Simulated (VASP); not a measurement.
Wanted: the native input for a VASP 6.6.1 run.

* Task: single point
* Functional: PBEsol
* Potentials or basis: VASP PAW PBE potentials, release 64 (Ag, Cl)
* Cutoff: 520 eV
* k mesh: 10 × 10 × 10
* Occupations: gaussian, width 0.05 eV
* Spin: no spin polarisation
* Dipole correction: no
* Further INCAR settings: ALGO = Normal; EDIFF = 1e-06; NBANDS = 16

The structure of AgCl lies in POSCAR:

```
AgCl
1.0
    3.3311591989      0.0000000000     -0.3664275119
    0.0000000000      3.3311591989     -0.3664275119
   -0.3664275119     -0.3664275119      3.3311591989
Ag Cl
1 1
Direct
    0.0000000000      0.0000000000      0.0000000000
    0.5000000000      0.5000000000      0.5000000000
```

This cell differs from its parent crystal: engineering shear strain xz -0.2200, engineering shear strain yz -0.2200.

These files were run (other wordings do the same):

INCAR

```
  PREC = Accurate
  ENCUT = 520
  EDIFF = 1E-6
  ISMEAR = 0
  SIGMA = 0.05
  LREAL = F
  LASPH = T
  NELM = 60
  ALGO = Normal
  ISIF = 2
  LWAVE = F
  LCHARG = F
  GGA = PS
  NBANDS = 16
```

KPOINTS

```
regular mesh
0
Gamma
  10 10 10
```

Potentials or basis: VASP PAW PBE potentials, release 64 (Ag, Cl).

Command:

```console
$ cat potpaw_PBE.64/Ag/POTCAR potpaw_PBE.64/Cl/POTCAR > POTCAR
$ mpirun -np 1 vasp_std > vasp.out
```

Results of the run:

```
Pressure               : 5.6 GPa
Band gap on the k mesh : 0.29 eV, indirect (least direct gap 2.47 eV)
```

Caveat: the cell differs from its parent crystal (engineering shear strain xz -0.2200, engineering shear strain yz -0.2200); the PAW data sets were made with another functional, which shifts forces and pressure a little.

It took 64 s on 1 thread of Intel(R) Xeon(R) 6975P-C (Granite Rapids) (shared host), peak memory 0.28 GiB.
